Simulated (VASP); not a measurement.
# Sc (I4/mmm) in VASP: a series of runs

The runs below take Sc through single point, with PBE.

All numbers are computed with VASP 6.6.1; they aren't measurements. Logs are shortened: lines on timing, memory, paths and dates and some standing lists are left out, and cuts for length are marked.

**1. The cell of the first run**

It takes space group I4/mmm (No. 139, tetragonal). Conventional cell: a = 3.834 Å, b = 3.834 Å, c = 3.435 Å, α = 90.00°, β = 90.00°, γ = 90.00°. Within 4.2 Å of Sc (site symmetry 4/mmm) lie 14 Sc at 3.21 to 3.83 Å.

**2. Single point, PBE**

File INCAR:

```
SYSTEM = Sc
PREC     = Accurate       ! precision mode
ENCUT    = 500            ! plane-wave cutoff, eV
EDIFF    = 1E-6           ! SCF threshold, eV
ISMEAR   = 0              ! smearing method
SIGMA    = 0.05           ! smearing width, eV
LREAL    = .FALSE.        ! projectors in reciprocal space
LASPH    = .TRUE.         ! aspherical terms in the spheres
NELM     = 120            ! most SCF steps
ALGO     = Normal         ! electronic algorithm
ISIF     = 2              ! what is computed and relaxed
LWAVE    = .FALSE.        ! write WAVECAR
LCHARG   = .TRUE.         ! write CHGCAR
GGA      = PE             ! functional
LELF     = .TRUE.         ! ELF
LVHAR    = .TRUE.       
NBANDS   = 12             ! bands
GGA_COMPAT= .FALSE.
```

File KPOINTS:

```
regular mesh
0
G
  14 14 14
  0 0 0
```

File POSCAR:

```
Sc
1.0
   -1.9172054859      1.9172054859      1.7176030000
    1.9172054859     -1.9172054859      1.7176030000
    1.9172054859      1.9172054859     -1.7176030000
Sc
1
Direct
    0.0000000000      0.0000000000      0.0000000000
```

Potentials or basis: VASP PAW PBE potentials, release 64 (Sc_sv).

The run is started by

```sh
$ cat potpaw_PBE.64/Sc_sv/POTCAR > POTCAR
$ mpirun -np 1 vasp_std > vasp.out
```

OUTCAR:

```text
SYSTEM = Sc
   PREC = Accurate
   ENCUT = 500
   EDIFF = 1E-6
   ISMEAR = 0
   LREAL = .FALSE.
   LASPH = .TRUE.
   NELM = 120
   ISIF = 2
   GGA = PE

 ion  position               nearest neighbor table
   1  0.000  0.000  0.000-

  LATTYP: Found a body centered tetragonal cell.
 ALAT       =     3.8344109718
 C/A-ratio  =     0.8958888406

  Lattice vectors:

 A1 = (  -1.9172054859,   1.9172054859,   1.7176030000)
 A2 = (   1.9172054859,  -1.9172054859,   1.7176030000)
 A3 = (   1.9172054859,   1.9172054859,  -1.7176030000)

Analysis of symmetry for initial positions (statically):
=====================================================================
 Subroutine PRICEL returns:
 Original cell was already a primitive cell.

 Routine SETGRP: Setting up the symmetry group for a
 body centered tetragonal supercell.

 Subroutine GETGRP returns: Found 16 space group operations
 (whereof 16 operations were pure point group operations)
 out of a pool of 16 trial point group operations.

The static configuration has the point symmetry D_4h.

Analysis of symmetry for dynamics (positions and initial velocities):
=====================================================================
 Subroutine PRICEL returns:
 Original cell was already a primitive cell.

 Routine SETGRP: Setting up the symmetry group for a
 body centered tetragonal supercell.

 Subroutine GETGRP returns: Found 16 space group operations
 (whereof 16 operations were pure point group operations)
 out of a pool of 16 trial point group operations.

The dynamic configuration has the point symmetry D_4h.

 Subroutine INISYM returns: Found 16 space group operations
 (whereof 16 operations are pure point group operations),
 and found     1 'primitive' translations

----------------------------------------------------------------------------------------

                                     Primitive cell

  volume of cell :      25.2534

  direct lattice vectors                    reciprocal lattice vectors
    -1.917205486  1.917205486  1.717603000     0.000000000  0.260796249  0.291103357
     1.917205486 -1.917205486  1.717603000     0.260796249  0.000000000  0.291103357
     1.917205486  1.917205486 -1.717603000     0.260796249  0.260796249  0.000000000

  length of vectors
     3.209597142  3.209597142  3.209597142     0.390839927  0.390839927  0.368821593

  position of ions in fractional coordinates (direct lattice)
[... 78 lines left out ...]
   LREAL  =      F    real-space projection
   EDIFFG = 0.1E-04   stopping-criterion for IOM
   NSW    =      0    number of steps for IOM
   IBRION =     -1    ionic relax: 0-MD 1-quasi-New 2-CG
   NFREE  =      0    steps in history (QN), initial steepest desc. (CG)
   ISIF   =      2    stress and relaxation
   ISYM   =      2    0-nonsym 1-usesym 2-fastsym
   POTIM  = 0.5000    time-step for ionic-motion
   TEBEG  =    0.0;   TEEND  =   0.0 temperature during run
   PSTRESS=    0.0 pullay stress
   NELECT =      11.0000    total number of electrons
   NUPDOWN=      -1.0000    fix difference up-down
   EMIN   =  10.00;   EMAX   =-10.00  energy-range for DOS
   EFERMI =   0.00;   METHOD = LEGACY
   ISMEAR =     0;   SIGMA  =   0.05  broadening in eV -4-tet -1-fermi 0-gaus
   EFERMI_NEDOS =   21; number of points for ismear=-14 and -15
   IALGO  =     38    algorithm
   IMIX   =      4    mixing-type and parameters
     AMIX     =   0.40;   BMIX     =  1.00
     AMIX_MAG =   1.60;   BMIX_MAG =  1.00
  volume/ion in A,a.u.               =      25.25       170.42
  Fermi-wavevector in a.u.,A,eV,Ry     =   1.240983  2.345117 20.953486  1.540038
  Thomas-Fermi vector in A             =   2.375400
   LORBIT       =      0    0 simple, 1 ext, 2 COOP (PROOUT), +10 PAW based schemes
   GGA     = PE    functional components
   LHFCALC =     F    Hartree Fock is set to
   AEXX    =    0.0000 exact exchange contribution
   IVDW    =     0    specifies the selected vdW correction
   LEPSILON=     F    determine dielectric tensor
   LRPA    =     F    only Hartree local field effects (RPA)
 non-spin polarized calculation
 Gauss-broadening in eV      SIGMA  =   0.05
  energy-cutoff  :      500.00
  volume of cell :       25.25
 maximum number of plane-waves:       652
   NGX = 11   NGY = 11   NGZ = 11

 number of electron      11.0000004 magnetization

 Free energy of the ion-electron system (eV)
  ---------------------------------------------------
  ext. energy  EPLUGINS =         0.00000000
  ---------------------------------------------------
  free energy    TOTEN  =        -6.14081017 eV

  energy without entropy =       -6.13720822  energy(sigma->0) =       -6.13900919

 E-fermi :   3.6521     XC(G=0):  -9.7847

 val. band max:        3.6517683178   @ k =  -0.2143  -0.3571   0.1429
 cond. band min:       3.6577608513   @ k =   0.2143   0.1429   0.1429
 fundamental gap:      0.0059925335
 Fermi energy:         3.6520987038

 k-point     1 :       0.0000    0.0000    0.0000
  band No.  band energies     occupation
      1     -45.9985      2.00000
      2     -24.4286      2.00000
      3     -24.4286      2.00000
      4     -24.4006      2.00000
      5      -1.5377      2.00000
      6       4.6578      0.00000
      7       5.3456      0.00000
      8       5.3456      0.00000
      9       5.9824      0.00000
     10       6.7556      0.00000
     11      17.0437      0.00000
     12      17.0437      0.00000
[... 331 lines left out ...]
 k-point    24 :       0.2857    0.1429    0.0000
  band No.  band energies     occupation
      1     -45.9450      2.00000
      2     -24.7138      2.00000
      3     -24.5357      2.00000
      4     -24.4608      2.00000
      5       1.5980      2.00000
      6       3.8441      0.00000
      7       4.0167      0.00000
      8       6.2125      0.00000
      9       7.0851      0.00000
     10       7.2613      0.00000
     11      12.1942      0.00000
     12      13.7733      0.00000

 [... further k-points ...]
[... 5 lines left out ...]
  --------------------------------------------------------------------------------------
  -------------------------------------------------------------------------------------
  Total       -0.1770561     -0.1770561     -0.0178897      0.0000000      0.0000000      0.0000000
  in kB      -11.2331441    -11.2331441     -1.1349908      0.0000000      0.0000000      0.0000000
  external PRESSURE =      -7.8670930 kB  Pullay stress =       0.0000000 kB

 VOLUME and BASIS-vectors are now :
 -----------------------------------------------------------------------------
  energy-cutoff  :      500.00
  volume of cell :       25.25
      direct lattice vectors                 reciprocal lattice vectors
    -1.917205486  1.917205486  1.717603000     0.000000000  0.260796249  0.291103357
     1.917205486 -1.917205486  1.717603000     0.260796249  0.000000000  0.291103357
     1.917205486  1.917205486 -1.717603000     0.260796249  0.260796249  0.000000000

 POSITION                                       TOTAL-FORCE (eV/Angst)
 -----------------------------------------------------------------------------------
      0.00000      0.00000      0.00000        -0.000000      0.000000      0.000000
 -----------------------------------------------------------------------------------
    total drift:                                0.000000      0.000000      0.000000

  FREE ENERGIE OF THE ION-ELECTRON SYSTEM (eV)
  ---------------------------------------------------
  free  energy   TOTEN  =        -6.1408101686 eV

  energy  without entropy=       -6.1372082167  energy(sigma->0) =       -6.13900919
```

OSZICAR:

```text
N       E                     dE             d eps       ncg     rms          rms(c)
DAV:   1     0.724802831513E+02    0.72480E+02   -0.49790E+03  5872   0.862E+02
DAV:   2    -0.547847138347E+01   -0.77959E+02   -0.76467E+02  5864   0.281E+02
DAV:   3    -0.688858452079E+01   -0.14101E+01   -0.13838E+01  7796   0.494E+01
DAV:   4    -0.691088053452E+01   -0.22296E-01   -0.22277E-01  7412   0.498E+00
DAV:   5    -0.691126646816E+01   -0.38593E-03   -0.38593E-03  7640   0.614E-01    0.525E+00
DAV:   6    -0.623151191674E+01    0.67975E+00   -0.10365E+00  8896   0.143E+01    0.155E+00
DAV:   7    -0.614698081729E+01    0.84531E-01   -0.19783E-01  9192   0.590E+00    0.646E-01
DAV:   8    -0.614191553242E+01    0.50653E-02   -0.19402E-02  6968   0.207E+00    0.207E-01
DAV:   9    -0.614082027928E+01    0.10953E-02   -0.36605E-03  8548   0.869E-01    0.295E-02
DAV:  10    -0.614081068219E+01    0.95971E-05   -0.61404E-05  8968   0.949E-02    0.543E-03
DAV:  11    -0.614081016864E+01    0.51355E-06   -0.83869E-07  5656   0.111E-02
   1 F= -.61408102E+01 E0= -.61390092E+01  d E =-.360195E-02
```

Run time: 42 s. Hardware: 1 thread of Intel Xeon 8259CL, shared host; peak memory 0.19 GiB.

Results:

```yaml
Free_energy: -6.1408 eV
Pressure: -0.8 GPa
Band_gap_on_the_k_mesh: zero (an odd number of electrons rules out a gap without spin polarisation)
```

Stress tensor (GPa, compression positive):
```
-1.12  0.00  0.00
 0.00 -1.12  0.00
 0.00  0.00 -0.11
```

Levels at points of the mesh, in eV from the Fermi level:
```tsv
k point	band 2	band 3	band 4	band 5	band 6	band 7	band 8	band 9
(0.00, 0.00, 0.00)	-28.08	-28.08	-28.05	-5.19	1.01	1.69	1.69	2.33
(0.50, 0.00, 0.00)	-28.43	-28.20	-28.09	-1.70	0.05	0.62	2.73	3.44
(0.50, 0.50, 0.00)	-28.44	-28.15	-28.07	-1.84	0.05	0.85	2.24	2.86
(0.50, 0.50, 0.50)	-28.35	-28.35	-28.25	-1.28	-1.06	3.72	3.72	3.85
```

**3. Single point, PBE**

File INCAR:

```
SYSTEM = Sc
PREC     = Accurate       ! precision mode
ENCUT    = 500            ! plane-wave cutoff, eV
EDIFF    = 1E-6           ! SCF threshold, eV
ISMEAR   = 0              ! smearing method
SIGMA    = 0.1            ! smearing width, eV
LREAL    = .False.        ! projectors in reciprocal space
LASPH    = .True.         ! aspherical terms in the spheres
NELM     = 120            ! most SCF steps
ALGO     = Normal         ! electronic algorithm
ISIF     = 2              ! what is computed and relaxed
LWAVE    = .False.        ! write WAVECAR
LCHARG   = .False.        ! write CHGCAR
GGA      = PE             ! functional
NBANDS   = 12             ! bands
GGA_COMPAT= .False.
```

File KPOINTS:

```
Automatic mesh
0
Gamma
  17 17 17
  0 0 0
```

POSCAR is that of step 2.

Potentials or basis: VASP PAW PBE potentials, release 64 (Sc_sv).

The run is started by

```sh
$ cat potpaw_PBE.64/Sc_sv/POTCAR > POTCAR
$ mpirun -np 1 vasp_std > vasp.out
```

OUTCAR:

```text
SYSTEM = Sc
   PREC = Accurate
   ENCUT = 500
   EDIFF = 1E-6
   ISMEAR = 0
   LREAL = .False.
   LASPH = .True.
   NELM = 120
   ISIF = 2
   GGA = PE

 ion  position               nearest neighbor table
   1  0.000  0.000  0.000-

  LATTYP: Found a body centered tetragonal cell.
 ALAT       =     3.8344109718
 C/A-ratio  =     0.8958888406

  Lattice vectors:

 A1 = (  -1.9172054859,   1.9172054859,   1.7176030000)
 A2 = (   1.9172054859,  -1.9172054859,   1.7176030000)
 A3 = (   1.9172054859,   1.9172054859,  -1.7176030000)

Analysis of symmetry for initial positions (statically):
=====================================================================
 Subroutine PRICEL returns:
 Original cell was already a primitive cell.

 Routine SETGRP: Setting up the symmetry group for a
 body centered tetragonal supercell.

 Subroutine GETGRP returns: Found 16 space group operations
 (whereof 16 operations were pure point group operations)
 out of a pool of 16 trial point group operations.

The static configuration has the point symmetry D_4h.

Analysis of symmetry for dynamics (positions and initial velocities):
=====================================================================
 Subroutine PRICEL returns:
 Original cell was already a primitive cell.

 Routine SETGRP: Setting up the symmetry group for a
 body centered tetragonal supercell.

 Subroutine GETGRP returns: Found 16 space group operations
 (whereof 16 operations were pure point group operations)
 out of a pool of 16 trial point group operations.

The dynamic configuration has the point symmetry D_4h.

 Subroutine INISYM returns: Found 16 space group operations
 (whereof 16 operations are pure point group operations),
 and found     1 'primitive' translations

----------------------------------------------------------------------------------------

                                     Primitive cell
[... 109 lines left out ...]
     AMIX_MAG =   1.60;   BMIX_MAG =  1.00
  volume/ion in A,a.u.               =      25.25       170.42
  Fermi-wavevector in a.u.,A,eV,Ry     =   1.240983  2.345117 20.953486  1.540038
  Thomas-Fermi vector in A             =   2.375400
   LORBIT       =      0    0 simple, 1 ext, 2 COOP (PROOUT), +10 PAW based schemes
   GGA     = PE    functional components
   LHFCALC =     F    Hartree Fock is set to
   AEXX    =    0.0000 exact exchange contribution
   IVDW    =     0    specifies the selected vdW correction
   LEPSILON=     F    determine dielectric tensor
   LRPA    =     F    only Hartree local field effects (RPA)
 non-spin polarized calculation
 Gauss-broadening in eV      SIGMA  =   0.10
  energy-cutoff  :      500.00
  volume of cell :       25.25
 maximum number of plane-waves:       652
   NGX = 11   NGY = 11   NGZ = 11

 number of electron      11.0000004 magnetization

 Free energy of the ion-electron system (eV)
  ---------------------------------------------------
  ext. energy  EPLUGINS =         0.00000000
  ---------------------------------------------------
  free energy    TOTEN  =        -6.14589449 eV

  energy without entropy =       -6.13241372  energy(sigma->0) =       -6.13915410

 E-fermi :   3.6465     XC(G=0):  -9.7841

 val. band max:        3.6462542202   @ k =  -0.2941   0.2941   0.2941
 cond. band min:       3.6471490319   @ k =  -0.2353  -0.4706   0.0588
 fundamental gap:      0.0008948118
 Fermi energy:         3.6465136585

 k-point     1 :       0.0000    0.0000    0.0000
  band No.  band energies     occupation
      1     -45.9933      2.00000
      2     -24.4241      2.00000
      3     -24.4241      2.00000
      4     -24.3952      2.00000
      5      -1.5376      2.00000
      6       4.6602      0.00000
      7       5.3491      0.00000
      8       5.3491      0.00000
      9       5.9861      0.00000
     10       6.7588      0.00000
     11      17.0440      0.00000
     12      17.0440      0.00000
[... 331 lines left out ...]
 k-point    24 :      -0.1176    0.0588   -0.0000
  band No.  band energies     occupation
      1     -45.9879      2.00000
      2     -24.4567      2.00000
      3     -24.4283      2.00000
      4     -24.4055      2.00000
      5      -1.2764      2.00000
      6       4.6479      0.00000
      7       5.2585      0.00000
      8       5.4687      0.00000
      9       5.9121      0.00000
     10       6.7004      0.00000
     11      16.6408      0.00000
     12      17.1853      0.00000

 [... further k-points ...]
[... 5 lines left out ...]
  --------------------------------------------------------------------------------------
  -------------------------------------------------------------------------------------
  Total       -0.1769790     -0.1769790     -0.0153819      0.0000000      0.0000000     -0.0000000
  in kB      -11.2282556    -11.2282556     -0.9758888      0.0000000      0.0000000     -0.0000000
  external PRESSURE =      -7.8108000 kB  Pullay stress =       0.0000000 kB

 VOLUME and BASIS-vectors are now :
 -----------------------------------------------------------------------------
  energy-cutoff  :      500.00
  volume of cell :       25.25
      direct lattice vectors                 reciprocal lattice vectors
    -1.917205486  1.917205486  1.717603000     0.000000000  0.260796249  0.291103357
     1.917205486 -1.917205486  1.717603000     0.260796249  0.000000000  0.291103357
     1.917205486  1.917205486 -1.717603000     0.260796249  0.260796249  0.000000000

 POSITION                                       TOTAL-FORCE (eV/Angst)
 -----------------------------------------------------------------------------------
      0.00000      0.00000      0.00000         0.000000      0.000000      0.000000
 -----------------------------------------------------------------------------------
    total drift:                                0.000000      0.000000     -0.000000

  FREE ENERGIE OF THE ION-ELECTRON SYSTEM (eV)
  ---------------------------------------------------
  free  energy   TOTEN  =        -6.1458944921 eV

  energy  without entropy=       -6.1324137153  energy(sigma->0) =       -6.13915410
```

Run time: 73 s. Hardware: 1 thread of Intel Xeon 8259CL, shared host; peak memory 0.22 GiB.

What came out:

| Property | Result |
| --- | --- |
| Free energy | -6.1459 eV |
| Pressure | -0.8 GPa |
| Band gap on the k mesh | zero (an odd number of electrons rules out a gap without spin polarisation) |

Stress tensor (GPa, compression positive):
```
-1.12  0.00  0.00
 0.00 -1.12  0.00
 0.00  0.00 -0.10
```
